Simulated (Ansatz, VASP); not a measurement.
# LiCl: VASP beside Ansatz

```
Li Cl
1.0
     0.00000    2.73304    2.73304
     2.73304    0.00000    2.73304
     2.73304    2.73304    0.00000
Li Cl
1 1
Direct
  0.00000 0.00000 0.00000
  0.25000 0.25000 0.25000
```

Alike in both runs: task single point; functional HSE06; k mesh 2 × 2 × 2; no spin polarisation.

|  | VASP | Ansatz |
| --- | --- | --- |
| version | VASP 6.6.1 | Ansatz 0.2.0 |
| potentials or method | VASP PAW PBE potentials, release 64 (Li_sv, Cl) | plane waves |
| plane-wave cutoff (eV) | 520 | 420 |
| occupations | gaussian, width 0.01 eV | fixed |
| valence electrons in the cell | 10 | 10 |

```tsv
	VASP	Ansatz	Ansatz less VASP
gap on the k mesh at the Fermi level (eV)	7.45	7.41	-0.047
```

Ansatz's warnings: stress exchange threshold loose, stress scf threshold loose.

The k mesh is coarse, so the values compare programs but aren't converged. Noted on VASP's run: the cutoff is under 1.25 times that of the potentials, so the pressure is a little rough.
